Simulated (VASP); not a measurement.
# HfTi5N6 (P4/mmm) in VASP: single point with PBE

Aim: the single point of HfTi5N6 with PBE.

Everything below comes from runs of VASP 6.6.1. Logs are shortened: lines on timing, memory, paths and dates and some standing lists are left out, and cuts for length are marked.

## (1) The cell of the first run

It takes space group P4/mmm (No. 123, tetragonal). Conventional cell: a = 3.052 Å, b = 3.052 Å, c = 12.924 Å, α = 90.00°, β = 90.00°, γ = 90.00°. Within 2.9 Å of Hf (site symmetry 4/mmm) lie 6 N at 2.16 to 2.22 Å. Ti (site symmetry 4mm) has 6 N at 2.06 to 2.31 Å within 2.7 Å. Ti (site symmetry 4mm) has 6 N at 2.12 to 2.16 Å within 2.8 Å. Within 2.8 Å of Ti (site symmetry 4/mmm) lie 6 N at 2.09 to 2.16 Å. Within 2.8 Å of N (site symmetry 4mm) lie 5 Ti at 2.12 to 2.16 Å and 1 Hf at 2.22 Å. Within 2.7 Å of N (site symmetry 4mm) lie 6 Ti at 2.06 to 2.16 Å. N (site symmetry 4/mmm) has 6 Ti at 2.13 to 2.16 Å within 2.8 Å. Within 2.9 Å of N (site symmetry 4/mmm) lie 4 Hf at 2.16 Å and 2 Ti at 2.31 Å.

## (2) Single point, PBE

INCAR

```
SYSTEM = HfTi5N6
PREC = Accurate
ENCUT = 520
EDIFF = 1E-7
ISMEAR = 0
SIGMA = 0.1
LREAL = .False.
LASPH = .True.
NELM = 60
ALGO = Normal
ISIF = 2
LWAVE = .False.
LCHARG = .False.
GGA = PE
NBANDS = 62
```

KPOINTS

```
Automatic mesh
0
Gamma
  12 12 4
  0 0 0
```

POSCAR

```
HfTi5N6
1.0
    3.0520619288      0.0000000000      0.0000000000
    0.0000000000      3.0520619288      0.0000000000
    0.0000000000      0.0000000000     12.9244067803
Hf Ti N
1 5 6
Direct
    0.0000000000      0.0000000000      0.0000000000
    0.5000000000      0.5000000000      0.1787341698
    0.0000000000      0.0000000000      0.3355770814
    0.5000000000      0.5000000000      0.5000000000
    0.0000000000      0.0000000000      0.6644229186
    0.5000000000      0.5000000000      0.8212658302
    0.0000000000      0.0000000000      0.1718407719
    0.5000000000      0.5000000000      0.3380665691
    0.0000000000      0.0000000000      0.5000000000
    0.5000000000      0.5000000000      0.6619334309
    0.0000000000      0.0000000000      0.8281592281
    0.5000000000      0.5000000000      0.0000000000
```

Potentials or basis: VASP PAW PBE potentials, release 64 (Hf_pv, Ti_sv, N).

Command:

```console
> cat potpaw_PBE.64/Hf_pv/POTCAR potpaw_PBE.64/Ti_sv/POTCAR potpaw_PBE.64/N/POTCAR > POTCAR
> mpirun -np 1 vasp_std > vasp.out
```

OUTCAR:

```text
SYSTEM = HfTi5N6
   PREC = Accurate
   ENCUT = 520
   EDIFF = 1E-7
   ISMEAR = 0
   LREAL = .False.
   LASPH = .True.
   NELM = 60
   ISIF = 2
   GGA = PE

 ion  position               nearest neighbor table
   1  0.000  0.000  0.000-  12 2.16  12 2.16  12 2.16  12 2.16   7 2.22  11 2.22   6 3.16   6 3.16
                             2 3.16   6 3.16   2 3.16   2 3.16   6 3.16   2 3.16
   2  0.500  0.500  0.179-   8 2.06   7 2.16   7 2.16   7 2.16   7 2.16  12 2.31   1 3.16   1 3.16
                             1 3.16   1 3.16
   3  0.000  0.000  0.336-   7 2.12   9 2.13   8 2.16   8 2.16   8 2.16   8 2.16
   4  0.500  0.500  0.500-   8 2.09  10 2.09   9 2.16   9 2.16   9 2.16   9 2.16
   5  0.000  0.000  0.664-  11 2.12   9 2.13  10 2.16  10 2.16  10 2.16  10 2.16
   6  0.500  0.500  0.821-  10 2.06  11 2.16  11 2.16  11 2.16  11 2.16  12 2.31   1 3.16   1 3.16
                             1 3.16   1 3.16
   7  0.000  0.000  0.172-   3 2.12   2 2.16   2 2.16   2 2.16   2 2.16   1 2.22
   8  0.500  0.500  0.338-   2 2.06   4 2.09   3 2.16   3 2.16   3 2.16   3 2.16
   9  0.000  0.000  0.500-   3 2.13   5 2.13   4 2.16   4 2.16   4 2.16   4 2.16
  10  0.500  0.500  0.662-   6 2.06   4 2.09   5 2.16   5 2.16   5 2.16   5 2.16
  11  0.000  0.000  0.828-   5 2.12   6 2.16   6 2.16   6 2.16   6 2.16   1 2.22
  12  0.500  0.500  0.000-   1 2.16   1 2.16   1 2.16   1 2.16   6 2.31   2 2.31

  LATTYP: Found a simple tetragonal cell.
 ALAT       =     3.0520619288
 C/A-ratio  =     4.2346476192

  Lattice vectors:

 A1 = (   3.0520619288,   0.0000000000,   0.0000000000)
 A2 = (   0.0000000000,   3.0520619288,   0.0000000000)
 A3 = (   0.0000000000,   0.0000000000,  12.9244067803)

Analysis of symmetry for initial positions (statically):
=====================================================================
 Subroutine PRICEL returns:
 Original cell was already a primitive cell.

 Routine SETGRP: Setting up the symmetry group for a
 simple tetragonal supercell.

 Subroutine GETGRP returns: Found 16 space group operations
 (whereof 16 operations were pure point group operations)
 out of a pool of 16 trial point group operations.

The static configuration has the point symmetry D_4h.

Analysis of symmetry for dynamics (positions and initial velocities):
=====================================================================
 Subroutine PRICEL returns:
 Original cell was already a primitive cell.

 Routine SETGRP: Setting up the symmetry group for a
 simple tetragonal supercell.

 Subroutine GETGRP returns: Found 16 space group operations
 (whereof 16 operations were pure point group operations)
 out of a pool of 16 trial point group operations.

The dynamic configuration has the point symmetry D_4h.

 Subroutine INISYM returns: Found 16 space group operations
 (whereof 16 operations are pure point group operations),
 and found     1 'primitive' translations

----------------------------------------------------------------------------------------

                                     Primitive cell

  volume of cell :     120.3919

  direct lattice vectors                    reciprocal lattice vectors
     3.052061929  0.000000000  0.000000000     0.327647349  0.000000000  0.000000000
     0.000000000  3.052061929  0.000000000     0.000000000  0.327647349  0.000000000
     0.000000000  0.000000000 12.924406780     0.000000000  0.000000000  0.077372990

  length of vectors
     3.052061929  3.052061929 12.924406780     0.327647349  0.327647349  0.077372990

  position of ions in fractional coordinates (direct lattice)
     0.000000000  0.000000000  0.000000000
     0.500000000  0.500000000  0.178734170
     0.000000000  0.000000000  0.335577081
     0.500000000  0.500000000  0.500000000
     0.000000000  0.000000000  0.664422919
     0.500000000  0.500000000  0.821265830
     0.000000000  0.000000000  0.171840772
     0.500000000  0.500000000  0.338066569
     0.000000000  0.000000000  0.500000000
     0.500000000  0.500000000  0.661933431
     0.000000000  0.000000000  0.828159228
     0.500000000  0.500000000  0.000000000

  ion indices of the primitive-cell ions
   primitive index   ion index
                 1           1
                 2           2
                 3           3
                 4           4
                 5           5
                 6           6
                 7           7
                 8           8
                 9           9
                10          10
                11          11
                12          12

----------------------------------------------------------------------------------------

 KPOINTS: Automatic mesh

Automatic generation of k-mesh.
 Grid dimensions read from file:
 generate k-points for:   12   12    4

 Generating k-lattice:

  Cartesian coordinates                     Fractional coordinates (reciprocal lattice)
     0.027303946  0.000000000  0.000000000     0.083333333  0.000000000  0.000000000
     0.000000000  0.027303946  0.000000000     0.000000000  0.083333333  0.000000000
     0.000000000  0.000000000  0.019343248     0.000000000  0.000000000  0.250000000

  Length of vectors
     0.027303946  0.027303946  0.019343248

  Shift w.r.t. Gamma in fractional coordinates (k-lattice)
     0.000000000  0.000000000  0.000000000

 Subroutine IBZKPT returns following result:
 ===========================================

 Found     84 irreducible k-points:

 Following reciprocal coordinates:
            Coordinates               Weight
  0.000000  0.000000  0.000000      1.000000
  0.083333  0.000000  0.000000      4.000000
  0.166667  0.000000  0.000000      4.000000
  0.250000  0.000000  0.000000      4.000000
  0.333333  0.000000  0.000000      4.000000
  0.416667  0.000000  0.000000      4.000000
[... 16 lines left out ...]
  0.333333  0.333333  0.000000      4.000000
  0.416667  0.333333  0.000000      8.000000
 [... further k-points ...]
   k-points           NKPTS =     84   k-points in BZ     NKDIM =     84   number of bands    NBANDS=     62
   number of dos      NEDOS =    301   number of ions     NIONS =     12
   total plane-waves  NPLWV =  55296
   dimension x,y,z NGX =    24 NGY =   24 NGZ =   96
   dimension x,y,z NGXF=    48 NGYF=   48 NGZF=  192
   ions per type =               1   5   6
   NGX,Y,Z   is equivalent  to a cutoff of  13.07, 13.07, 12.35 a.u.
   NGXF,Y,Z  is equivalent  to a cutoff of  26.15, 26.15, 24.70 a.u.
 SYSTEM =  HfTi5N6
   PREC   = accura    normal or accurate (medium, high low for compatibility)
   ISTART =      0    job   : 0-new  1-cont  2-samecut
   ICHARG =      2    charge: 1-file 2-atom 10-const
   ISPIN  =      1    spin polarized calculation?
   LNONCOLLINEAR =      F non collinear calculations
   LSORBIT =      F    spin-orbit coupling
   LASPH  =      T    aspherical Exc in radial PAW
   ENCUT  =  520.0 eV  38.22 Ry    6.18 a.u.   5.67  5.67 24.03*2*pi/ulx,y,z
   NELM   =     60;   NELMIN=  2; NELMDL= -5     # of ELM steps
   EDIFF  = 0.1E-06   stopping-criterion for ELM
   LREAL  =      F    real-space projection
   EDIFFG = 0.1E-05   stopping-criterion for IOM
   NSW    =      0    number of steps for IOM
   IBRION =     -1    ionic relax: 0-MD 1-quasi-New 2-CG
   NFREE  =      0    steps in history (QN), initial steepest desc. (CG)
   ISIF   =      2    stress and relaxation
   ISYM   =      2    0-nonsym 1-usesym 2-fastsym
   POTIM  = 0.5000    time-step for ionic-motion
   TEBEG  =    0.0;   TEEND  =   0.0 temperature during run
   PSTRESS=    0.0 pullay stress
   NELECT =     100.0000    total number of electrons
   NUPDOWN=      -1.0000    fix difference up-down
   EMIN   =  10.00;   EMAX   =-10.00  energy-range for DOS
   EFERMI =   0.00;   METHOD = LEGACY
   ISMEAR =     0;   SIGMA  =   0.10  broadening in eV -4-tet -1-fermi 0-gaus
   EFERMI_NEDOS =   21; number of points for ismear=-14 and -15
   IALGO  =     38    algorithm
   IMIX   =      4    mixing-type and parameters
     AMIX     =   0.40;   BMIX     =  1.00
     AMIX_MAG =   1.60;   BMIX_MAG =  1.00
  volume/ion in A,a.u.               =      10.03        67.70
  Fermi-wavevector in a.u.,A,eV,Ry     =   1.538895  2.908090 32.221299  2.368199
  Thomas-Fermi vector in A             =   2.645199
   LORBIT       =      0    0 simple, 1 ext, 2 COOP (PROOUT), +10 PAW based schemes
   GGA     = PE    functional components
   LHFCALC =     F    Hartree Fock is set to
   AEXX    =    0.0000 exact exchange contribution
   IVDW    =     0    specifies the selected vdW correction
   LEPSILON=     F    determine dielectric tensor
   LRPA    =     F    only Hartree local field effects (RPA)
 non-spin polarized calculation
 Gauss-broadening in eV      SIGMA  =   0.10
  energy-cutoff  :      520.00
  volume of cell :      120.39
 maximum number of plane-waves:      3276
 NGX is ok and might be reduce to    24
   NGX = 11   NGY = 11   NGZ = 49

 number of electron     100.0000035 magnetization

 Free energy of the ion-electron system (eV)
  ---------------------------------------------------
  ext. energy  EPLUGINS =         0.00000000
  ---------------------------------------------------
  free energy    TOTEN  =      -119.78286183 eV

  energy without entropy =     -119.75993427  energy(sigma->0) =     -119.77139805

 E-fermi :  10.6119     XC(G=0): -12.8637

 val. band max:       10.6089317290   @ k =   0.3333   0.0833   0.5000
 cond. band min:      10.6157940295   @ k =   0.0833   0.0833   0.5000
 fundamental gap:      0.0068623005
 Fermi energy:        10.6118803311

 k-point     1 :       0.0000    0.0000    0.0000
  band No.  band energies     occupation
      1     -47.3066      2.00000
      2     -47.2342      2.00000
      3     -47.2278      2.00000
      4     -47.1552      2.00000
      5     -47.1475      2.00000
      6     -23.7468      2.00000
[... 1549 lines left out ...]
     61      12.7852      0.00000
     62      12.8193      0.00000

 [... further k-points ...]

------------------------ aborting loop because EDIFF is reached ----------------------------------------

  FORCE on cell =-STRESS in cart. coord.  units (eV):
  Direction    XX          YY          ZZ          XY          YZ          ZX
  --------------------------------------------------------------------------------------
  -------------------------------------------------------------------------------------
  Total       -0.0818756     -0.0818756     -0.0493079      0.0000000      0.0000000      0.0000000
  in kB       -1.0896021     -1.0896021     -0.6561909      0.0000000      0.0000000      0.0000000
  external PRESSURE =      -0.9451317 kB  Pullay stress =       0.0000000 kB

 VOLUME and BASIS-vectors are now :
 -----------------------------------------------------------------------------
  energy-cutoff  :      520.00
  volume of cell :      120.39
      direct lattice vectors                 reciprocal lattice vectors
     3.052061929  0.000000000  0.000000000     0.327647349  0.000000000  0.000000000
     0.000000000  3.052061929  0.000000000     0.000000000  0.327647349  0.000000000
     0.000000000  0.000000000 12.924406780     0.000000000  0.000000000  0.077372990

 POSITION                                       TOTAL-FORCE (eV/Angst)
 -----------------------------------------------------------------------------------
      0.00000      0.00000      0.00000         0.000000      0.000000      0.000000
      1.52603      1.52603      2.31003        -0.000000      0.000000     -0.016489
      0.00000      0.00000      4.33713         0.000000      0.000000     -0.004660
      1.52603      1.52603      6.46220         0.000000      0.000000      0.000000
      0.00000      0.00000      8.58727         0.000000      0.000000      0.004660
      1.52603      1.52603     10.61437         0.000000     -0.000000      0.016489
      0.00000      0.00000      2.22094         0.000000      0.000000     -0.086302
      1.52603      1.52603      4.36931         0.000000     -0.000000      0.004787
      0.00000      0.00000      6.46220         0.000000      0.000000      0.000000
      1.52603      1.52603      8.55510         0.000000      0.000000     -0.004787
      0.00000      0.00000     10.70347         0.000000      0.000000      0.086302
      1.52603      1.52603      0.00000         0.000000      0.000000      0.000000
 -----------------------------------------------------------------------------------
    total drift:                                0.000000     -0.000000      0.000000

  FREE ENERGIE OF THE ION-ELECTRON SYSTEM (eV)
  ---------------------------------------------------
  free  energy   TOTEN  =      -119.7828618286 eV

  energy  without entropy=     -119.7599342743  energy(sigma->0) =     -119.77139805
```

Wall time 7.1 min (1 thread of Intel Xeon 6975P-C (Granite Rapids), shared host); peak memory 0.57 GiB.

What came out:

| Property | Result |
| --- | --- |
| Free energy | -119.7829 eV |
| Pressure | -0.1 GPa |
| Largest force | 0.086 eV/Å |
| Band gap on the k mesh | zero (band 50 reaches 11.92 eV, above the bottom of band 51 at 8.71 eV) |

Forces in eV/Å, atoms in the order of the input:
```
Hf   0.000  0.000  0.000
Ti   0.000  0.000 -0.016
Ti   0.000  0.000 -0.005
Ti   0.000  0.000  0.000
Ti   0.000  0.000  0.005
Ti   0.000  0.000  0.016
N    0.000  0.000 -0.086
N    0.000  0.000  0.005
N    0.000  0.000  0.000
N    0.000  0.000 -0.005
N    0.000  0.000  0.086
N    0.000  0.000  0.000
```

Caveat: spin-orbit coupling is left out, which moves the levels of the heavy elements.
